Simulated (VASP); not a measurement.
# SbMo (Fm-3m) in VASP: a series of runs, part 2 of 2

VASP 6.6.1. Earlier steps stand in the parts before.

## 3. Single point, r2SCAN

File POSCAR:

```
SbMo
1.0
    0.0000000000      2.7485306909      2.7485306909
    2.7485306909      0.0000000000      2.7485306909
    2.7485306909      2.7485306909      0.0000000000
Mo Sb
1 1
Direct
    0.5000000000      0.5000000000      0.5000000000
    0.0000000000      0.0000000000      0.0000000000
```

File INCAR.step1:

```
PREC = Accurate ; ENCUT = 520
ISMEAR = 0 ; SIGMA = 0.05
LREAL = False ; LASPH = True
NELM = 60 ; NBANDS = 16
GGA = PE ; ALGO = Normal
EDIFF = 1E-4 ; LWAVE = True
LCHARG = False
```

File INCAR.step2:

```
PREC = Accurate ; ENCUT = 520
EDIFF = 1E-6 ; ISMEAR = 0
SIGMA = 0.05 ; LREAL = False
LASPH = True ; NELM = 60
ALGO = Normal ; ISIF = 2
LWAVE = False ; LCHARG = True
METAGGA = R2SCAN ; LMIXTAU = True
LELF = True ; LVHAR = True
NBANDS = 16 ; ISTART = 1
```

File KPOINTS:

```
Automatic mesh
0
Gamma
  10 10 10
```

Potentials or basis: VASP PAW PBE potentials, release 64 (Mo_sv, Sb).

On the command line:

```
$ cat potpaw_PBE.64/Mo_sv/POTCAR potpaw_PBE.64/Sb/POTCAR > POTCAR
$ cp INCAR.step1 INCAR
$ mpirun -np 1 vasp_std > vasp.out
$ cp INCAR.step2 INCAR
$ mpirun -np 1 vasp_std > vasp.out
```

OUTCAR:

```text
PREC = Accurate
   ENCUT = 520
   EDIFF = 1E-6
   ISMEAR = 0
   LREAL = False
   LASPH = True
   NELM = 60
   ISIF = 2
   METAGGA = R2SCAN
   ISTART = 1

 ion  position               nearest neighbor table
   1  0.500  0.500  0.500-   2 2.75   2 2.75   2 2.75   2 2.75   2 2.75   2 2.75
   2  0.000  0.000  0.000-   1 2.75   1 2.75   1 2.75   1 2.75   1 2.75   1 2.75

  LATTYP: Found a face centered cubic cell.
 ALAT       =     5.4970613818

  Lattice vectors:

 A1 = (   0.0000000000,   2.7485306909,   2.7485306909)
 A2 = (   2.7485306909,   0.0000000000,   2.7485306909)
 A3 = (   2.7485306909,   2.7485306909,   0.0000000000)

Analysis of symmetry for initial positions (statically):
=====================================================================
 Subroutine PRICEL returns:
 Original cell was already a primitive cell.

 Routine SETGRP: Setting up the symmetry group for a
 face centered cubic supercell.

 Subroutine GETGRP returns: Found 48 space group operations
 (whereof 48 operations were pure point group operations)
 out of a pool of 48 trial point group operations.

The static configuration has the point symmetry O_h .

Analysis of symmetry for dynamics (positions and initial velocities):
[... 164 lines left out ...]
 fundamental gap:      0.0491545329
 Fermi energy:        10.3077175092

 k-point     1 :       0.0000    0.0000    0.0000
  band No.  band energies     occupation
      1     -52.5736      2.00000
      2     -25.9936      2.00000
      3     -25.9936      2.00000
      4     -25.9936      2.00000
      5      -2.2912      2.00000
      6       8.8107      2.00000
[... 433 lines left out ...]
      3     -26.0134      2.00000
      4     -26.0117      2.00000
      5      -0.4191      2.00000
      6       5.2648      2.00000
[... 8 lines left out ...]
     15      19.1835      0.00000
     16      21.4474      0.00000

 [... further k-points ...]

------------------------ aborting loop because EDIFF is reached ----------------------------------------

  FORCE on cell =-STRESS in cart. coord.  units (eV):
  Direction    XX          YY          ZZ          XY          YZ          ZX
  --------------------------------------------------------------------------------------
  -------------------------------------------------------------------------------------
  Total        0.0256041      0.0256041      0.0256041      0.0000000     -0.0000000      0.0000000
  in kB        0.9878437      0.9878437      0.9878437      0.0000000     -0.0000000      0.0000000
  external PRESSURE =       0.9878437 kB  Pullay stress =       0.0000000 kB

 VOLUME and BASIS-vectors are now :
 -----------------------------------------------------------------------------
  energy-cutoff  :      520.00
  volume of cell :       41.53
      direct lattice vectors                 reciprocal lattice vectors
     0.000000000  2.748530691  2.748530691    -0.181915378  0.181915378  0.181915378
     2.748530691  0.000000000  2.748530691     0.181915378 -0.181915378  0.181915378
     2.748530691  2.748530691  0.000000000     0.181915378  0.181915378 -0.181915378

 POSITION                                       TOTAL-FORCE (eV/Angst)
 -----------------------------------------------------------------------------------
      2.74853      2.74853      2.74853         0.000000      0.000000     -0.000000
      0.00000      0.00000      0.00000        -0.000000     -0.000000      0.000000
 -----------------------------------------------------------------------------------
    total drift:                                0.000000     -0.000000      0.000000

  FREE ENERGIE OF THE ION-ELECTRON SYSTEM (eV)
  ---------------------------------------------------
  free  energy   TOTEN  =       -50.1193619011 eV

  energy  without entropy=      -50.1158572326  energy(sigma->0) =      -50.11760957
```

Run time: 56 s. Hardware: 1 thread of Intel Xeon 6975P-C (Granite Rapids), shared host; peak memory 0.19 GiB.

Results:

| Quantity | Value |
| --- | --- |
| Free energy | -50.1194 eV |
| Pressure | 0.1 GPa |

Levels at points of the mesh, in eV from the Fermi level:
| k point | band 8 | band 9 | band 10 | band 11 | band 12 | band 13 |
| --- | --- | --- | --- | --- | --- | --- |
| (0.00, 0.00, 0.00) | -1.50 | -1.09 | -1.09 | 1.16 | 1.16 | 1.16 |
| (0.50, 0.00, 0.00) | -3.92 | -0.04 | -0.04 | 0.74 | 4.34 | 6.56 |
| (0.50, 0.50, 0.00) | -1.52 | -1.52 | -0.38 | 0.53 | 0.53 | 1.62 |

Caveat: the PAW data sets were made with another functional, which shifts forces and pressure a little; spin-orbit coupling is left out, which moves the levels of the heavy elements.
